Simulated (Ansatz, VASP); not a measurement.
**Ca3SiSe in VASP and in Ansatz**

File INCAR:

```
ALGO = Normal
EDIFF = 1E-6
EDIFFG = -0.01
ENCUT = 600
GGA = PE
IBRION = 2
ISIF = 3
ISMEAR = 0
LASPH = T
LCHARG = F
LREAL = F
LWAVE = F
NELM = 100
NSW = 100
PREC = Accurate
SIGMA = 0.1
```

File KPOINTS:

```
k-points
0
Gamma
  9 9 8
```

File POSCAR:

```
Ca3SiSe
1.0
    6.7160226483      0.0000000000      0.0000000000
   -3.3580113241      5.8162462258      0.0000000000
    0.0000000000      0.0000000000      4.7671023346
Ca Si Se
3 1 1
Direct
    0.5000000000      0.0000000000      0.0000000000
    0.0000000000      0.5000000000      0.0000000000
    0.5000000000      0.5000000000      0.0000000000
    0.0000000000      0.0000000000      0.5000000000
    0.0000000000      0.0000000000      0.0000000000
```

Input for Ansatz:

```yaml
crystal:
  lattice:
    - [6.7160226483, 0.0, 0.0]
    - [-3.3580113241, 5.8162462258, 0.0]
    - [0.0, 0.0, 4.7671023346]
  atoms:
    - { symbol: Ca, position: [0.5, 0.0, 0.0] }
    - { symbol: Ca, position: [0.0, 0.5, 0.0] }
    - { symbol: Ca, position: [0.5, 0.5, 0.0] }
    - { symbol: Si, position: [0.0, 0.0, 0.5] }
    - { symbol: Se, position: [0.0, 0.0, 0.0] }
basis:
  ecutwfc: 420
kpoints:
  mp_grid: { grid: [9, 9, 8] }
hamiltonian:
  xc: pbe
scf:
  occupations: { method: gaussian, width: 0.1 }
output:
  forces: true
  stress: true
  eigenvalues: true
  write_density: true
  write_potential: true
  elf: true
  volumetric_format: npy
relax:
  adjacent_minimum: "off"
  f_tol: 0.01
  max_steps: 80
  cell: { stress_tol: 0.05 }
```

Alike in both runs: task relaxation of cell and atoms; functional PBE; k mesh 9 × 9 × 8; occupations gaussian, width 0.1 eV; no spin polarisation.

```csv
,VASP,Ansatz
version,VASP 6.6.1,Ansatz 0.2.0
potentials or method,"VASP PAW PBE potentials, release 64 (Ca_sv, Si, Se), cutoff 600 eV","scalar-relativistic, plane waves, PAW"
valence electrons in the cell,40,50
```

|  | VASP | Ansatz | Ansatz less VASP |
| --- | --- | --- | --- |
| gap on the k mesh at the Fermi level, each at its own relaxed structure (eV) | none | none | - |
| relaxed volume (Å³/atom) | 38.65 | 38.56 | -0.085 |
| relaxed cell length with the largest relative difference (Å) | 6.784 | 6.779 | -0.0055 |

A gap of «none» marks a metal or a gap that the smearing closes. VASP's potentials hold 40 valence electrons a cell and Ansatz's 50, so a difference there can come from the potentials and not from the codes.
